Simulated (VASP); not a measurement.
# TaSi2 (P6_222) in VASP: notebook

The runs below take TaSi2 through relaxation of shape and atoms at fixed volume, single point, with PBEsol.

Everything below comes from runs of VASP 6.6.1. Logs are shortened: lines on timing, memory, paths and dates and some standing lists are left out, and cuts for length are marked.

### 1 The cell of the first run

It takes space group P6_222 (No. 180, hexagonal). The conventional cell has a = 4.713 Å, b = 4.713 Å, c = 6.490 Å, α = 90.00°, β = 90.00°, γ = 120.00°. Within 3.4 Å of Ta (site symmetry 222) lie 10 Si at 2.57 to 2.78 Å and 4 Ta at 3.20 Å. Si (site symmetry 2) has 9 Si at 2.52 to 3.28 Å and 5 Ta at 2.57 to 2.78 Å within 3.3 Å.

### 2 Relaxation of shape and atoms at fixed volume, PBEsol (13.87 Å³/atom)

Input file INCAR:

```
PREC     = Accurate       # precision mode
ENCUT    = 600            # plane-wave cutoff, eV
EDIFF    = 1E-7           # SCF threshold, eV
ISMEAR   = 0              # smearing method
SIGMA    = 0.1            # smearing width, eV
LREAL    = False          # projectors in reciprocal space
LASPH    = True           # aspherical terms in the spheres
NELM     = 80             # most SCF steps
ALGO     = Normal         # electronic algorithm
ISIF     = 4              # what is computed and relaxed
LWAVE    = False          # write WAVECAR
LCHARG   = False          # write CHGCAR
GGA      = PS             # functional
IBRION   = 2              # ionic algorithm
NSW      = 50             # ionic steps
EDIFFG   = -0.01          # ionic threshold
```

Input file KPOINTS:

```
regular mesh
0
Gamma
  12 12 6
```

Input file POSCAR:

```
TaSi2
1.0
    4.7127667642      0.0000000000      0.0000000000
   -2.3563833821      4.0813757399      0.0000000000
    0.0000000000      0.0000000000      6.4895595401
Ta Si
3 6
Direct
    0.5000000000      0.0000000000      0.5000000000
    0.5000000000      0.5000000000      0.8333333333
    0.0000000000      0.5000000000      0.1666666667
    0.1592675421      0.3185350843      0.5000000000
    0.8407324579      0.1592675421      0.8333333333
    0.6814649157      0.8407324579      0.1666666667
    0.8407324579      0.6814649157      0.5000000000
    0.1592675421      0.8407324579      0.8333333333
    0.3185350843      0.1592675421      0.1666666667
```

Potentials or basis: VASP PAW PBE potentials, release 64 (Ta_pv, Si).

Run with:

```console
$ cat potpaw_PBE.64/Ta_pv/POTCAR potpaw_PBE.64/Si/POTCAR > POTCAR
$ mpirun -np 1 vasp_std > vasp.out
```

OUTCAR:

```text
PREC = Accurate
   ENCUT = 600
   EDIFF = 1E-7
   ISMEAR = 0
   LREAL = False
   LASPH = True
   NELM = 80
   ISIF = 4
   GGA = PS
   IBRION = 2
   NSW = 50
   EDIFFG = -0.01

 ion  position               nearest neighbor table
   1  0.500  0.000  0.500-   6 2.57   9 2.57   8 2.57   5 2.57   4 2.69   7 2.69   7 2.69   4 2.69
                             4 2.78   7 2.78   2 3.20   2 3.20   3 3.20   3 3.20
   2  0.500  0.500  0.833-   4 2.57   7 2.57   6 2.57   9 2.57   5 2.69   8 2.69   8 2.69   5 2.69
                             8 2.78   5 2.78   1 3.20   1 3.20   3 3.20   3 3.20
   3  0.000  0.500  0.167-   4 2.57   7 2.57   5 2.57   8 2.57   9 2.69   6 2.69   9 2.69   6 2.69
                             6 2.78   9 2.78   1 3.20   1 3.20   2 3.20   2 3.20
   4  0.159  0.319  0.500-   5 2.52   9 2.52   3 2.57   2 2.57   7 2.60   1 2.69   1 2.69   1 2.78
                             7 2.78   7 2.78   8 3.12   6 3.12
   5  0.841  0.159  0.833-   4 2.52   6 2.52   1 2.57   3 2.57   8 2.60   2 2.69   2 2.69   2 2.78
                             8 2.78   8 2.78   7 3.12   9 3.12
   6  0.681  0.841  0.167-   7 2.52   5 2.52   1 2.57   2 2.57   9 2.60   3 2.69   3 2.69   3 2.78
                             9 2.78   9 2.78   4 3.12   8 3.12
   7  0.841  0.681  0.500-   8 2.52   6 2.52   3 2.57   2 2.57   4 2.60   1 2.69   1 2.69   1 2.78
                             4 2.78   4 2.78   5 3.12   9 3.12
   8  0.159  0.841  0.833-   7 2.52   9 2.52   1 2.57   3 2.57   5 2.60   2 2.69   2 2.69   2 2.78
                             5 2.78   5 2.78   4 3.12   6 3.12
   9  0.319  0.159  0.167-   4 2.52   8 2.52   1 2.57   2 2.57   6 2.60   3 2.69   3 2.69   3 2.78
                             6 2.78   6 2.78   7 3.12   5 3.12

  LATTYP: Found a hexagonal cell.
 ALAT       =     4.7127667642
 C/A-ratio  =     1.3770169127

  Lattice vectors:

 A1 = (   4.7127667642,   0.0000000000,   0.0000000000)
 A2 = (  -2.3563833821,   4.0813757399,   0.0000000000)
 A3 = (   0.0000000000,   0.0000000000,   6.4895595401)

Analysis of symmetry for initial positions (statically):
=====================================================================
 Subroutine PRICEL returns:
 Original cell was already a primitive cell.

 Routine SETGRP: Setting up the symmetry group for a
 hexagonal supercell.

 Subroutine GETGRP returns: Found 12 space group operations
 (whereof  4 operations were pure point group operations)
 out of a pool of 24 trial point group operations.

The static configuration has the point symmetry D_2 .
 The point group associated with its full space group is D_6 .

Analysis of symmetry for dynamics (positions and initial velocities):
=====================================================================
 Subroutine PRICEL returns:
 Original cell was already a primitive cell.

 Routine SETGRP: Setting up the symmetry group for a
 hexagonal supercell.

 Subroutine GETGRP returns: Found 12 space group operations
 (whereof  4 operations were pure point group operations)
 out of a pool of 24 trial point group operations.

The dynamic configuration has the point symmetry D_2 .
 The point group associated with its full space group is D_6 .

 Subroutine INISYM returns: Found 12 space group operations
 (whereof  4 operations are pure point group operations),
 and found     1 'primitive' translations

----------------------------------------------------------------------------------------

                                     Primitive cell

  volume of cell :     124.8239

  direct lattice vectors                    reciprocal lattice vectors
     4.712766764  0.000000000  0.000000000     0.212189580  0.122507711  0.000000000
    -2.356383382  4.081375740  0.000000000     0.000000000  0.245015422  0.000000000
     0.000000000  0.000000000  6.489559540     0.000000000  0.000000000  0.154093663

  length of vectors
     4.712766764  4.712766764  6.489559540     0.245015422  0.245015422  0.154093663

  position of ions in fractional coordinates (direct lattice)
     0.500000000  0.000000000  0.500000000
[... 48 lines left out ...]
   ISIF   =      4    stress and relaxation
   ISYM   =      2    0-nonsym 1-usesym 2-fastsym
   POTIM  = 0.5000    time-step for ionic-motion
   TEBEG  =    0.0;   TEEND  =   0.0 temperature during run
   PSTRESS=    0.0 pullay stress
   NELECT =      57.0000    total number of electrons
   NUPDOWN=      -1.0000    fix difference up-down
   EMIN   =  10.00;   EMAX   =-10.00  energy-range for DOS
   EFERMI =   0.00;   METHOD = LEGACY
   ISMEAR =     0;   SIGMA  =   0.10  broadening in eV -4-tet -1-fermi 0-gaus
   EFERMI_NEDOS =   21; number of points for ismear=-14 and -15
   IALGO  =     38    algorithm
   IMIX   =      4    mixing-type and parameters
     AMIX     =   0.40;   BMIX     =  1.00
     AMIX_MAG =   1.60;   BMIX_MAG =  1.00
  volume/ion in A,a.u.               =      13.87        93.59
  Fermi-wavevector in a.u.,A,eV,Ry     =   1.260667  2.382316 21.623499  1.589282
  Thomas-Fermi vector in A             =   2.394165
   LORBIT       =      0    0 simple, 1 ext, 2 COOP (PROOUT), +10 PAW based schemes
   GGA     = PS    functional components
   LHFCALC =     F    Hartree Fock is set to
   AEXX    =    0.0000 exact exchange contribution
   IVDW    =     0    specifies the selected vdW correction
   LEPSILON=     F    determine dielectric tensor
   LRPA    =     F    only Hartree local field effects (RPA)
 conjugate gradient relaxation of ions
 non-spin polarized calculation
 Gauss-broadening in eV      SIGMA  =   0.10
  energy-cutoff  :      600.00
  volume of cell :      124.82
 maximum number of plane-waves:      4214
 NGX is ok and might be reduce to    40
   NGX = 19   NGY = 19   NGZ = 25

--------------------------------------- Ionic step        1  -------------------------------------------

 number of electron      57.0000003 magnetization

 Free energy of the ion-electron system (eV)
  ---------------------------------------------------
  ext. energy  EPLUGINS =         0.00000000
  ---------------------------------------------------
  free energy    TOTEN  =       -77.26994749 eV

  energy without entropy =      -77.25272341  energy(sigma->0) =      -77.26133545

------------------------ aborting loop because EDIFF is reached ----------------------------------------

  FORCE on cell =-STRESS in cart. coord.  units (eV):
  Direction    XX          YY          ZZ          XY          YZ          ZX
  --------------------------------------------------------------------------------------
  -------------------------------------------------------------------------------------
  Total        4.9975261      4.9975261      6.0020797     -0.0000000      0.0000000      0.0000000
  in kB       64.1457523     64.1457523     77.0397017     -0.0000000      0.0000000      0.0000000
  external PRESSURE =      68.4437354 kB  Pullay stress =       0.0000000 kB
[... 157 lines left out ...]
  energy  without entropy=      -77.2536740776  energy(sigma->0) =      -77.26246003

--------------------------------------- Ionic step        5  -------------------------------------------

 number of electron      57.0000004 magnetization

 Free energy of the ion-electron system (eV)
  ---------------------------------------------------
  ext. energy  EPLUGINS =         0.00000000
  ---------------------------------------------------
  free energy    TOTEN  =       -77.27127013 eV

  energy without entropy =      -77.25365168  energy(sigma->0) =      -77.26246091

 E-fermi :   9.7491     XC(G=0): -12.3445

 val. band max:        9.7471792299   @ k =   0.4167   0.1667   0.0000
 cond. band min:       9.7662298175   @ k =   0.3333   0.0833   0.5000
 fundamental gap:      0.0190505876
 Fermi energy:         9.7490875100

 k-point     1 :       0.0000    0.0000    0.0000
  band No.  band energies     occupation
      1     -24.4734      2.00000
      2     -24.4734      2.00000
      3     -24.4632      2.00000
      4     -24.3885      2.00000
      5     -24.3885      2.00000
      6     -24.2811      2.00000
[... 877 lines left out ...]
     33      12.2559      0.00000
     34      12.5947      0.00000

 [... further k-points ...]
[... 5 lines left out ...]
  --------------------------------------------------------------------------------------
  -------------------------------------------------------------------------------------
  Total        5.2650432      5.2650432      5.2675385      0.0000000      0.0000000      0.0000000
  in kB       67.5794691     67.5794691     67.6114972      0.0000000      0.0000000      0.0000000
  external PRESSURE =      67.5901451 kB  Pullay stress =       0.0000000 kB
[... 24 lines left out ...]
  FREE ENERGIE OF THE ION-ELECTRON SYSTEM (eV)
  ---------------------------------------------------
  free  energy   TOTEN  =       -77.2712701331 eV

  energy  without entropy=      -77.2536516774  energy(sigma->0) =      -77.26246091

 reached required accuracy - stopping structural energy minimisation
```

It took 16 min on 1 thread of Intel Xeon Platinum 8259CL at 2.50GHz (Skylake/Cascade Lake), shared host; peak memory 0.5 GiB.

What came out:

```yaml
Free_energy: -77.2713 eV
Energy_gained_by_relaxing: 0.1 meV/atom
Ionic_steps: 5
Pressure_after_relaxing: 6.8 GPa
Largest_force_after_relaxing: 0.004 eV/Å
Band_gap_on_the_k_mesh: zero (an odd number of electrons rules out a gap without spin polarisation)
```

Forces on the atoms (eV/Å):
```
Ta   0.000  0.000  0.000
Ta   0.000  0.000  0.000
Ta   0.000  0.000  0.000
Si   0.000  0.004  0.000
Si  -0.003  0.002  0.000
Si  -0.003 -0.002  0.000
Si   0.000 -0.004  0.000
Si   0.003 -0.002  0.000
Si   0.003  0.002  0.000
```

The path:
| step | energy change (eV) | largest force (eV/Å) | pressure (GPa) | volume (Å³) |
| --- | --- | --- | --- | --- |
| 1 | 0.0000 | 0.0034 | 6.84 | 124.82 |
| 2 | -0.0009 | 0.0206 | 6.71 | 124.82 |
| 3 | -0.0013 | 0.0126 | 6.76 | 124.82 |
| 4 | -0.0013 | 0.0116 | 6.76 | 124.82 |
| 5 | -0.0013 | 0.0040 | 6.76 | 124.82 |

Final structure:
```yaml
crystal:
  lattice:
    - [4.70737, 0.00000, 0.00000]
    - [-2.35369, 4.07671, 0.00000]
    - [0.00000, 0.00000, 6.50443]
  atoms:
    - { symbol: Ta, position: [0.50000, 0.00000, 0.50000] }
    - { symbol: Ta, position: [0.50000, 0.50000, 0.83333] }
    - { symbol: Ta, position: [0.00000, 0.50000, 0.16667] }
    - { symbol: Si, position: [0.15932, 0.31864, 0.50000] }
    - { symbol: Si, position: [0.84068, 0.15932, 0.83333] }
    - { symbol: Si, position: [0.68136, 0.84068, 0.16667] }
    - { symbol: Si, position: [0.84068, 0.68136, 0.50000] }
    - { symbol: Si, position: [0.15932, 0.84068, 0.83333] }
    - { symbol: Si, position: [0.31864, 0.15932, 0.16667] }
```

Caveat: the PAW data sets were made with another functional, which shifts forces and pressure a little; spin-orbit coupling is left out, which moves the levels of the heavy elements; an odd number of electrons without spin polarisation forces a metal; a magnetic or distorted state may lie lower.

### 3 Single point, PBEsol

This run uses another cell than the first one, of 14.30 Å³/atom.

Input file INCAR:

```
SYSTEM = TaSi2
ALGO     = Normal         ! electronic algorithm
EDIFF    = 1E-7           ! SCF threshold, eV
ENCUT    = 520            ! plane-wave cutoff, eV
GGA      = PS             ! functional
ISIF     = 2              ! what is computed and relaxed
ISMEAR   = 0              ! smearing method
ISYM     = 0            
LASPH    = .TRUE.         ! aspherical terms in the spheres
LCHARG   = .TRUE.         ! write CHGCAR
LELF     = .TRUE.         ! ELF
LREAL    = .FALSE.        ! projectors in reciprocal space
LVHAR    = .TRUE.       
LWAVE    = .FALSE.        ! write WAVECAR
NBANDS   = 38             ! bands
NELM     = 60             ! most SCF steps
PREC     = Accurate       ! precision mode
SIGMA    = 0.1            ! smearing width, eV
```

Input file KPOINTS:

```
k-points
0
G
  8 5 10
  0 0 0
```

Input file POSCAR:

```
TaSi2
1.0
    4.7608595337      0.0000000000      0.0000000000
   -2.3804297668      7.7445234437      0.0000000000
    2.3804297668      2.1950140313      3.4901648997
Ta Si
3 6
Direct
    0.5000000000      0.5000000000      0.0000000000
    0.6666666667      0.1666666667      0.3333333333
    0.3333333333      0.8333333333      0.1666666667
    0.1814649154      0.5000000000      0.6592675423
    0.0073991244      0.1666666667      0.6740657911
    0.9926008756      0.8333333333      0.8481315821
    0.8185350846      0.5000000000      0.3407324577
    0.3259342089      0.1666666667      0.9926008756
    0.6740657911      0.8333333333      0.4852017512
```

Potentials or basis: VASP PAW PBE potentials, release 64 (Ta_pv, Si).

Run with:

```console
$ cat potpaw_PBE.64/Ta_pv/POTCAR potpaw_PBE.64/Si/POTCAR > POTCAR
$ mpirun -np 1 vasp_std > vasp.out
```

Run time: 25 min. Hardware: 1 thread of Intel Xeon 8259CL, shared host; peak memory 0.78 GiB.

It converged, with:

| Property | Result |
| --- | --- |
| Free energy | -77.3645 eV |
| Pressure | 0.3 GPa |
| Largest force | 0.011 eV/Å |
| Band gap on the k mesh | zero (an odd number of electrons rules out a gap without spin polarisation) |

Forces on the atoms (eV/Å):
```
Ta  -0.001 -0.006  0.004
Ta   0.003  0.006 -0.003
Ta  -0.001 -0.001  0.000
Si   0.004  0.002 -0.001
Si   0.007  0.000  0.002
Si   0.000  0.005  0.009
Si  -0.004  0.001 -0.002
Si  -0.009 -0.002  0.001
Si   0.001 -0.006 -0.009
```

Stress tensor (GPa, compression positive):
```
 0.38 -0.01 -0.01
-0.01  0.31 -0.06
-0.01 -0.06  0.26
```

Levels at points of the mesh, in eV from the Fermi level:
```tsv
k point	band 25	band 26	band 27	band 28	band 29	band 30	band 31	band 32	band 33	band 34
(0.00, 0.00, 0.00)	-2.52	-2.40	-2.22	-2.22	-1.48	0.70	3.01	3.01	3.52	3.60
(0.50, 0.00, 0.00)	-2.09	-2.06	-1.84	-0.70	-0.24	1.57	1.99	2.57	2.62	2.62
(0.00, 0.00, 0.50)	-2.09	-2.06	-1.84	-0.70	-0.24	1.57	1.99	2.57	2.62	2.62
(0.50, 0.00, 0.50)	-2.08	-1.10	-0.78	-0.11	-0.02	0.86	1.22	1.62	1.97	2.31
```

Caveat: the PAW data sets were made with another functional, which shifts forces and pressure a little; spin-orbit coupling is left out, which moves the levels of the heavy elements; an odd number of electrons without spin polarisation forces a metal; a magnetic or distorted state may lie lower.

### 4 Single point, PBEsol

This run uses another cell than the first one, of 14.30 Å³/atom.

Input file INCAR:

```
  PREC = Accurate
  ENCUT = 520
  EDIFF = 1E-6
  ISMEAR = 0
  SIGMA = 0.1
  LREAL = False
  LASPH = True
  NELM = 60
  ALGO = Normal
  ISIF = 2
  LWAVE = False
  LCHARG = False
  GGA = PS
  NBANDS = 38
```

Input file KPOINTS:

```
regular mesh
0
Gamma
  9 9 6
```

Input file POSCAR:

```
TaSi2
1.0
    4.7608595400      0.0000000000      0.0000000000
   -2.3804297700      4.1230253055      0.0000000000
    0.0000000000      0.0000000000      6.5557841074
Ta Si
3 6
Direct
    0.0000000000      0.5000000000      0.5000000000
    0.5000000000      0.0000000000      0.8333333333
    0.5000000000      0.5000000000      0.1666666667
    0.6814649172      0.8407324586      0.5000000000
    0.8407324586      0.6814649172      0.8333333333
    0.1592675414      0.8407324586      0.1666666667
    0.3185350828      0.1592675414      0.5000000000
    0.1592675414      0.3185350828      0.8333333333
    0.8407324586      0.1592675414      0.1666666667
```

Run with:

```console
$ cat potpaw_PBE.64/Ta_pv/POTCAR potpaw_PBE.64/Si/POTCAR > POTCAR
$ mpirun -np 1 vasp_std > vasp.out
```

It took 5.6 min on 1 thread of Intel Xeon 8259CL, shared host; peak memory 0.36 GiB.

It converged, with:

| Quantity | Value |
| --- | --- |
| Free energy | -77.3480 eV |
| Pressure | 0.3 GPa |
| Largest force | 0.006 eV/Å |
| Band gap on the k mesh | zero (an odd number of electrons rules out a gap without spin polarisation) |

Forces on the atoms (eV/Å):
```
Ta   0.000  0.000  0.000
Ta   0.000  0.000  0.000
Ta   0.000  0.000  0.000
Si   0.005  0.003  0.000
Si   0.000  0.006  0.000
Si  -0.005  0.003  0.000
Si  -0.005 -0.003  0.000
Si   0.000 -0.006  0.000
Si   0.005 -0.003  0.000
```

Stress tensor (GPa, compression positive):
```
0.26 0.00 0.00
0.00 0.26 0.00
0.00 0.00 0.45
```

Levels at points of the mesh, in eV from the Fermi level:
```csv
k point,band 25,band 26,band 27,band 28,band 29,band 30,band 31,band 32,band 33,band 34
"(0.00, 0.00, 0.00)",-2.53,-2.41,-2.22,-2.22,-1.48,0.69,3.01,3.01,3.52,3.60
"(0.00, 0.00, 0.50)",-2.29,-1.98,-1.78,-1.78,1.11,1.11,2.69,2.69,3.44,3.51
```

Caveat: the PAW data sets were made with another functional, which shifts forces and pressure a little; spin-orbit coupling is left out, which moves the levels of the heavy elements; an odd number of electrons without spin polarisation forces a metal; a magnetic or distorted state may lie lower.

### 5 Summary

```csv
task,cell,k mesh,cutoff (eV),gap on the mesh (eV),pressure (GPa),largest force (eV/Å)
relaxation of shape and atoms at fixed volume,"relaxed from a = 4.713, b = 4.713, c = 6.490 Å, angles 90.0, 90.0, 120.0°, 9 atoms, atomic positions A",12 × 12 × 6,600,none,6.8,-
single point,"a = 4.761, b = 8.102 Å, angles 72.9, 60.0, 107.1°, 9 atoms, atomic positions B",8 × 5 × 10,520,none,0.3,0.01
single point,"a = 4.761, b = 4.761, c = 6.556 Å, angles 90.0, 90.0, 120.0°, 9 atoms, atomic positions A",9 × 9 × 6,520,none,0.3,0.01
```

Alike in all rows: level PBEsol; potentials or basis VASP PAW PBE potentials, release 64 (Ta_pv, Si); no spin polarisation; smearing gaussian 0.1 eV.

Caveats: the PAW data sets were made with another functional, which shifts forces and pressure a little; spin-orbit coupling is left out, which moves the levels of the heavy elements; an odd number of electrons without spin polarisation forces a metal; a magnetic or distorted state may lie lower.

Absolute energies hang on the potentials; compare differences alone.

The gap in the log of VASP goes by the Fermi energy; the results here count the filled bands.